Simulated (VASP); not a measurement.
# CdSe (gw.c) (P6_3mc) in VASP: further runs

Runs on CdSe (gw.c). Level: PBE. Tasks: single point.

Everything below comes from runs of VASP 6.6.1. Logs are shortened: lines on timing, memory, paths and dates and some standing lists are left out, and cuts for length are marked.

### Step 1. The cell of the first run

It takes space group P6_3mc (No. 186, hexagonal). Conventional cell: a = 4.383 Å, b = 4.383 Å, c = 7.155 Å, α = 90.00°, β = 90.00°, γ = 120.00°. Within 3.5 Å of Cd (site symmetry 3m) lie 4 Se at 2.68 to 2.69 Å. Se (site symmetry 3m) has 4 Cd at 2.68 to 2.69 Å within 3.5 Å.

### Step 2. Single point, PBE

File INCAR:

```
ALGO = Normal
EDIFF = 1E-6
ENCUT = 500
GGA = PE
GGA_COMPAT = F
ISIF = 2
ISMEAR = 0
LASPH = T
LCHARG = T
LELF = T
LREAL = F
LVHAR = T
LWAVE = F
NBANDS = 26
NELM = 120
PREC = Accurate
SIGMA = 0.01
```

File KPOINTS:

```
k-points
0
Gamma
  3 3 2
```

File POSCAR:

```
CdSe
1.0
    4.3830141980      0.0000000000      0.0000000000
   -2.1915070990      3.7958016407      0.0000000000
    0.0000000000      0.0000000000      7.1552697107
Cd Se
2 2
Direct
    0.3333333333      0.6666666667      0.0046375664
    0.6666666667      0.3333333333      0.5046375664
    0.3333333333      0.6666666667      0.3803624336
    0.6666666667      0.3333333333      0.8803624336
```

Potentials or basis: VASP PAW PBE potentials, release 64 (Cd, Se).

Started as:

```
> cat potpaw_PBE.64/Cd/POTCAR potpaw_PBE.64/Se/POTCAR > POTCAR
> mpirun -np 1 vasp_std > vasp.out
```

OUTCAR:

```text
EDIFF = 1E-6
   ENCUT = 500
   GGA = PE
   ISIF = 2
   ISMEAR = 0
   LASPH = T
   LREAL = F
   NELM = 120
   PREC = Accurate

 ion  position               nearest neighbor table
   1  0.333  0.667  0.005-   4 2.68   4 2.68   4 2.68   3 2.69
   2  0.667  0.333  0.505-   3 2.68   3 2.68   3 2.68   4 2.69
   3  0.333  0.667  0.380-   2 2.68   2 2.68   2 2.68   1 2.69
   4  0.667  0.333  0.880-   1 2.68   1 2.68   1 2.68   2 2.69

  LATTYP: Found a hexagonal cell.
 ALAT       =     4.3830141980
 C/A-ratio  =     1.6324997793

  Lattice vectors:

 A1 = (   4.3830141980,   0.0000000000,   0.0000000000)
 A2 = (  -2.1915070990,   3.7958016407,   0.0000000000)
 A3 = (   0.0000000000,   0.0000000000,   7.1552697107)

Analysis of symmetry for initial positions (statically):
=====================================================================
 Subroutine PRICEL returns:
 Original cell was already a primitive cell.

 Routine SETGRP: Setting up the symmetry group for a
 hexagonal supercell.

 Subroutine GETGRP returns: Found 12 space group operations
 (whereof  6 operations were pure point group operations)
 out of a pool of 24 trial point group operations.

The static configuration has the point symmetry C_3v.
 The point group associated with its full space group is C_6v.

Analysis of symmetry for dynamics (positions and initial velocities):
=====================================================================
 Subroutine PRICEL returns:
 Original cell was already a primitive cell.

 Routine SETGRP: Setting up the symmetry group for a
 hexagonal supercell.

 Subroutine GETGRP returns: Found 12 space group operations
 (whereof  6 operations were pure point group operations)
 out of a pool of 24 trial point group operations.

The dynamic configuration has the point symmetry C_3v.
 The point group associated with its full space group is C_6v.

 Subroutine INISYM returns: Found 12 space group operations
 (whereof  6 operations are pure point group operations),
 and found     1 'primitive' translations

----------------------------------------------------------------------------------------

                                     Primitive cell

  volume of cell :     119.0426

  direct lattice vectors                    reciprocal lattice vectors
     4.383014198  0.000000000  0.000000000     0.228153493  0.131724481  0.000000000
    -2.191507099  3.795801641  0.000000000     0.000000000  0.263448961  0.000000000
     0.000000000  0.000000000  7.155269711     0.000000000  0.000000000  0.139757136

  length of vectors
     4.383014198  4.383014198  7.155269711     0.263448961  0.263448961  0.139757136

  position of ions in fractional coordinates (direct lattice)
     0.333333333  0.666666667  0.004637566
     0.666666667  0.333333333  0.504637566
     0.333333333  0.666666667  0.380362434
     0.666666667  0.333333333  0.880362434

  ion indices of the primitive-cell ions
   primitive index   ion index
                 1           1
                 2           2
                 3           3
                 4           4

----------------------------------------------------------------------------------------

 KPOINTS: k-points

Automatic generation of k-mesh.
 Grid dimensions read from file:
 generate k-points for:    3    3    2

 Generating k-lattice:

  Cartesian coordinates                     Fractional coordinates (reciprocal lattice)
     0.076051164  0.043908160  0.000000000     0.333333333  0.000000000  0.000000000
     0.000000000  0.087816320  0.000000000     0.000000000  0.333333333  0.000000000
     0.000000000  0.000000000  0.069878568     0.000000000  0.000000000  0.500000000

  Length of vectors
     0.087816320  0.087816320  0.069878568

  Shift w.r.t. Gamma in fractional coordinates (k-lattice)
     0.000000000  0.000000000  0.000000000

 Subroutine IBZKPT returns following result:
 ===========================================

 Found      6 irreducible k-points:

 Following reciprocal coordinates:
            Coordinates               Weight
  0.000000  0.000000  0.000000      1.000000
  0.333333  0.000000  0.000000      6.000000
  0.333333  0.333333  0.000000      2.000000
  0.000000  0.000000  0.500000      1.000000
  0.333333  0.000000  0.500000      6.000000
  0.333333  0.333333  0.500000      2.000000
   k-points           NKPTS =      6   k-points in BZ     NKDIM =      6   number of bands    NBANDS=     26
   number of dos      NEDOS =    301   number of ions     NIONS =      4
   total plane-waves  NPLWV =  55296
   dimension x,y,z NGX =    32 NGY =   32 NGZ =   54
   dimension x,y,z NGXF=    64 NGYF=   64 NGZF=  108
   ions per type =               2   2
   NGX,Y,Z   is equivalent  to a cutoff of  12.14, 12.14, 12.55 a.u.
   NGXF,Y,Z  is equivalent  to a cutoff of  24.27, 24.27, 25.09 a.u.
 SYSTEM =  unknown system
   PREC   = accura    normal or accurate (medium, high low for compatibility)
   ISTART =      0    job   : 0-new  1-cont  2-samecut
   ICHARG =      2    charge: 1-file 2-atom 10-const
   ISPIN  =      1    spin polarized calculation?
   LNONCOLLINEAR =      F non collinear calculations
   LSORBIT =      F    spin-orbit coupling
   LASPH  =      T    aspherical Exc in radial PAW
   ENCUT  =  500.0 eV  36.75 Ry    6.06 a.u.   7.99  7.99 13.05*2*pi/ulx,y,z
   NELM   =    120;   NELMIN=  2; NELMDL= -5     # of ELM steps
   EDIFF  = 0.1E-05   stopping-criterion for ELM
   LREAL  =      F    real-space projection
   EDIFFG = 0.1E-04   stopping-criterion for IOM
   NSW    =      0    number of steps for IOM
   IBRION =     -1    ionic relax: 0-MD 1-quasi-New 2-CG
   NFREE  =      0    steps in history (QN), initial steepest desc. (CG)
   ISIF   =      2    stress and relaxation
   ISYM   =      2    0-nonsym 1-usesym 2-fastsym
   POTIM  = 0.5000    time-step for ionic-motion
   TEBEG  =    0.0;   TEEND  =   0.0 temperature during run
   PSTRESS=    0.0 pullay stress
   NELECT =      36.0000    total number of electrons
   NUPDOWN=      -1.0000    fix difference up-down
   EMIN   =  10.00;   EMAX   =-10.00  energy-range for DOS
   EFERMI =   0.00;   METHOD = LEGACY
   ISMEAR =     0;   SIGMA  =   0.01  broadening in eV -4-tet -1-fermi 0-gaus
   EFERMI_NEDOS =   21; number of points for ismear=-14 and -15
   IALGO  =     38    algorithm
   IMIX   =      4    mixing-type and parameters
     AMIX     =   0.40;   BMIX     =  1.00
     AMIX_MAG =   1.60;   BMIX_MAG =  1.00
  volume/ion in A,a.u.               =      29.76       200.83
  Fermi-wavevector in a.u.,A,eV,Ry     =   1.098858  2.076540 16.428881  1.207489
  Thomas-Fermi vector in A             =   2.235243
   LORBIT       =      0    0 simple, 1 ext, 2 COOP (PROOUT), +10 PAW based schemes
   GGA     = PE    functional components
   LHFCALC =     F    Hartree Fock is set to
   AEXX    =    0.0000 exact exchange contribution
   IVDW    =     0    specifies the selected vdW correction
   LEPSILON=     F    determine dielectric tensor
   LRPA    =     F    only Hartree local field effects (RPA)
 non-spin polarized calculation
 Gauss-broadening in eV      SIGMA  =   0.01
  energy-cutoff  :      500.00
  volume of cell :      119.04
 maximum number of plane-waves:      3042
 NGX is ok and might be reduce to    32
   NGX = 15   NGY = 15   NGZ = 27

 number of electron      35.9999996 magnetization

 Free energy of the ion-electron system (eV)
  ---------------------------------------------------
  ext. energy  EPLUGINS =         0.00000000
  ---------------------------------------------------
  free energy    TOTEN  =       -10.79459312 eV

  energy without entropy =      -10.79459312  energy(sigma->0) =      -10.79459312

 E-fermi :   0.6253     XC(G=0):  -8.6047

 val. band max:        0.5637652560   @ k =   0.0000   0.0000   0.0000
 cond. band min:       1.0771343182   @ k =   0.0000   0.0000   0.0000
 fundamental gap:      0.5133690622
 Fermi energy:         0.6253481074

 k-point     1 :       0.0000    0.0000    0.0000
  band No.  band energies     occupation
      1     -11.7288      2.00000
      2     -11.3983      2.00000
      3      -7.2472      2.00000
      4      -7.2381      2.00000
      5      -7.2381      2.00000
      6      -7.1806      2.00000
      7      -7.1806      2.00000
      8      -6.9632      2.00000
      9      -6.9632      2.00000
     10      -6.9112      2.00000
     11      -6.9112      2.00000
     12      -6.6767      2.00000
     13      -3.5254      2.00000
     14      -0.1275      2.00000
     15      -0.1275      2.00000
     16       0.5140      2.00000
     17       0.5638      2.00000
     18       0.5638      2.00000
     19       1.0771      0.00000
     20       2.6722      0.00000
     21       6.3802      0.00000
     22       6.3802      0.00000
     23       6.6500      0.00000
     24       7.4871      0.00000
     25       7.4871      0.00000
     26       8.0526      0.00000

 k-point     2 :       0.3333    0.0000    0.0000
  band No.  band energies     occupation
      1     -11.4981      2.00000
      2     -11.3111      2.00000
      3      -7.1870      2.00000
      4      -7.1763      2.00000
      5      -7.0862      2.00000
      6      -7.0793      2.00000
      7      -7.0189      2.00000
      8      -6.9872      2.00000
      9      -6.9420      2.00000
     10      -6.9094      2.00000
     11      -6.8956      2.00000
     12      -6.5572      2.00000
     13      -3.2308      2.00000
     14      -2.3203      2.00000
     15      -1.8850      2.00000
     16      -0.9041      2.00000
     17      -0.2098      2.00000
     18       0.0433      2.00000
     19       3.3863      0.00000
     20       3.9560      0.00000
     21       5.5763      0.00000
     22       6.2733      0.00000
     23       6.9939      0.00000
     24       7.9527      0.00000
     25       8.3101      0.00000
     26       8.5564      0.00000

 k-point     3 :       0.3333    0.3333    0.0000
  band No.  band energies     occupation
      1     -11.3255      2.00000
      2     -11.3255      2.00000
      3      -7.1899      2.00000
      4      -7.0859      2.00000
      5      -7.0859      2.00000
      6      -7.0439      2.00000
      7      -6.9687      2.00000
      8      -6.9687      2.00000
      9      -6.9555      2.00000
     10      -6.9186      2.00000
     11      -6.5723      2.00000
     12      -6.5723      2.00000
     13      -3.0288      2.00000
     14      -3.0288      2.00000
     15      -2.2150      2.00000
     16      -1.1523      2.00000
     17      -1.1523      2.00000
     18      -0.9684      2.00000
     19       4.8706      0.00000
     20       5.0962      0.00000
     21       5.0962      0.00000
     22       7.4814      0.00000
     23       7.5359      0.00000
     24       7.5359      0.00000
     25       8.0444      0.00000
     26       8.0444      0.00000

 k-point     4 :       0.0000    0.0000    0.5000
  band No.  band energies     occupation
      1     -11.5624      2.00000
      2     -11.5624      2.00000
      3      -7.2131      2.00000
      4      -7.2131      2.00000
      5      -7.2131      2.00000
      6      -7.2131      2.00000
      7      -7.0664      2.00000
      8      -7.0664      2.00000
      9      -6.9340      2.00000
     10      -6.9340      2.00000
     11      -6.9340      2.00000
     12      -6.9340      2.00000
     13      -1.9844      2.00000
     14      -1.9844      2.00000
     15       0.2029      2.00000
     16       0.2029      2.00000
     17       0.2029      2.00000
     18       0.2029      2.00000
     19       2.7977      0.00000
     20       2.7977      0.00000
     21       6.3030      0.00000
     22       6.3030      0.00000
     23       6.7687      0.00000
     24       6.7687      0.00000
     25       6.7687      0.00000
     26       6.7687      0.00000

 k-point     5 :       0.3333    0.0000    0.5000
  band No.  band energies     occupation
      1     -11.3998      2.00000
      2     -11.3998      2.00000
      3      -7.1513      2.00000
      4      -7.1513      2.00000
      5      -7.1269      2.00000
      6      -7.1269      2.00000
      7      -6.9986      2.00000
      8      -6.9986      2.00000
      9      -6.9219      2.00000
     10      -6.9219      2.00000
     11      -6.7811      2.00000
     12      -6.7811      2.00000
     13      -2.9088      2.00000
     14      -2.9088      2.00000
     15      -0.7376      2.00000
     16      -0.7376      2.00000
     17      -0.4646      2.00000
     18      -0.4646      2.00000
     19       3.6674      0.00000
     20       3.6674      0.00000
     21       5.4689      0.00000
     22       5.4689      0.00000
     23       7.6172      0.00000
     24       7.6172      0.00000
     25       8.0978      0.00000
     26       8.0978      0.00000

 k-point     6 :       0.3333    0.3333    0.5000
  band No.  band energies     occupation
      1     -11.3193      2.00000
      2     -11.3193      2.00000
      3      -7.1164      2.00000
      4      -7.1164      2.00000
      5      -7.1075      2.00000
      6      -7.1075      2.00000
      7      -6.9581      2.00000
      8      -6.9581      2.00000
      9      -6.9519      2.00000
     10      -6.9519      2.00000
     11      -6.5661      2.00000
     12      -6.5661      2.00000
     13      -3.3038      2.00000
     14      -3.3038      2.00000
     15      -1.6566      2.00000
     16      -1.6566      2.00000
     17      -0.4603      2.00000
     18      -0.4603      2.00000
     19       4.1872      0.00000
     20       4.1872      0.00000
     21       6.3499      0.00000
     22       6.3499      0.00000
     23       6.6536      0.00000
     24       6.6536      0.00000
     25       9.1188      0.00000
     26       9.1192      0.00000

------------------------ aborting loop because EDIFF is reached ----------------------------------------

  FORCE on cell =-STRESS in cart. coord.  units (eV):
  Direction    XX          YY          ZZ          XY          YZ          ZX
  --------------------------------------------------------------------------------------
  -------------------------------------------------------------------------------------
  Total        0.6496489      0.6496489     -0.0372338      0.0000000     -0.0000000      0.0000000
  in kB        8.7435312      8.7435312     -0.5011242      0.0000000     -0.0000000      0.0000000
  external PRESSURE =       5.6619794 kB  Pullay stress =       0.0000000 kB

 VOLUME and BASIS-vectors are now :
 -----------------------------------------------------------------------------
  energy-cutoff  :      500.00
  volume of cell :      119.04
      direct lattice vectors                 reciprocal lattice vectors
     4.383014198  0.000000000  0.000000000     0.228153493  0.131724481  0.000000000
    -2.191507099  3.795801641  0.000000000     0.000000000  0.263448961  0.000000000
     0.000000000  0.000000000  7.155269711     0.000000000  0.000000000  0.139757136

 POSITION                                       TOTAL-FORCE (eV/Angst)
 -----------------------------------------------------------------------------------
     -0.00000      2.53053      0.03318        -0.000000      0.000000      0.053389
      2.19151      1.26527      3.61082         0.000000     -0.000000      0.053389
     -0.00000      2.53053      2.72160        -0.000000      0.000000     -0.053389
      2.19151      1.26527      6.29923        -0.000000      0.000000     -0.053389
 -----------------------------------------------------------------------------------
    total drift:                               -0.000000     -0.000000      0.000369

  FREE ENERGIE OF THE ION-ELECTRON SYSTEM (eV)
  ---------------------------------------------------
  free  energy   TOTEN  =       -10.7945931187 eV

  energy  without entropy=      -10.7945931187  energy(sigma->0) =      -10.79459312
```

It took 32 s on 1 thread of AMD EPYC 7R13, shared host; peak memory 0.19 GiB.

Results:

- Free energy: -10.7946 eV
- Pressure: 0.6 GPa
- Largest force: 0.053 eV/Å
- Band gap on the k mesh: 0.51 eV, direct

Forces in eV/Å, atoms in the order of the input:
```
Cd   0.000  0.000  0.053
Cd   0.000  0.000  0.053
Se   0.000  0.000 -0.053
Se   0.000  0.000 -0.053
```

Caveat: the k points lie up to 0.55 Å⁻¹ apart.

### Step 3. Single point, PBE

File INCAR:

```
SYSTEM = CdSe
ALGO     = Normal         ! electronic algorithm
EDIFF    = 1E-6           ! SCF threshold, eV
ENCUT    = 500            ! plane-wave cutoff, eV
GGA      = PE             ! functional
GGA_COMPAT= .False.      
ISIF     = 2              ! what is computed and relaxed
ISMEAR   = 0              ! smearing method
LASPH    = .True.         ! aspherical terms in the spheres
LCHARG   = .True.         ! write CHGCAR
LELF     = .True.         ! ELF
LREAL    = .False.        ! projectors in reciprocal space
LVHAR    = .True.       
LWAVE    = .False.        ! write WAVECAR
NBANDS   = 26             ! bands
NELM     = 120            ! most SCF steps
PREC     = Accurate       ! precision mode
SIGMA    = 0.01           ! smearing width, eV
```

File KPOINTS:

```
k-points
0
Gamma
  6 6 2
  0 0 0
```

POSCAR is that of step 2.

Potentials or basis: VASP PAW PBE potentials, release 64 (Cd, Se).

Started as:

```
> cat potpaw_PBE.64/Cd/POTCAR potpaw_PBE.64/Se/POTCAR > POTCAR
> mpirun -np 1 vasp_std > vasp.out
```

It took 62 s on 1 thread of AMD EPYC 7R13, shared host; peak memory 0.2 GiB.

Results (log left out):

```yaml
Free_energy: -10.9884 eV
Pressure: 0.2 GPa
Largest_force: 0.005 eV/Å
Band_gap_on_the_k_mesh: 0.54 eV, direct
```

Forces on the atoms (eV/Å):
```
Cd   0.000  0.000  0.005
Cd   0.000  0.000  0.005
Se   0.000  0.000 -0.005
Se   0.000  0.000 -0.005
```

Levels at points of the mesh, in eV from the valence-band top:
| k point | band 14 | band 15 | band 16 | band 17 | band 18 | band 19 | band 20 | band 21 | band 22 | band 23 |
| --- | --- | --- | --- | --- | --- | --- | --- | --- | --- | --- |
| (0.00, 0.00, 0.00) | -0.69 | -0.69 | -0.04 | 0.00 | 0.00 | 0.54 | 2.14 | 5.85 | 5.85 | 6.12 |
| (0.50, 0.00, 0.00) | -3.42 | -2.42 | -1.67 | -1.20 | -0.68 | 3.09 | 3.33 | 4.78 | 5.94 | 6.44 |
| (0.00, 0.00, 0.50) | -2.53 | -0.36 | -0.36 | -0.36 | -0.36 | 2.26 | 2.26 | 5.76 | 5.76 | 6.24 |
| (0.50, 0.00, 0.50) | -3.94 | -1.24 | -1.24 | -1.21 | -1.21 | 2.90 | 2.90 | 4.83 | 4.83 | 7.56 |

Caveat: the k points lie up to 0.44 Å⁻¹ apart. A hybrid or GW would open this gap; PBE tends to underestimate it.
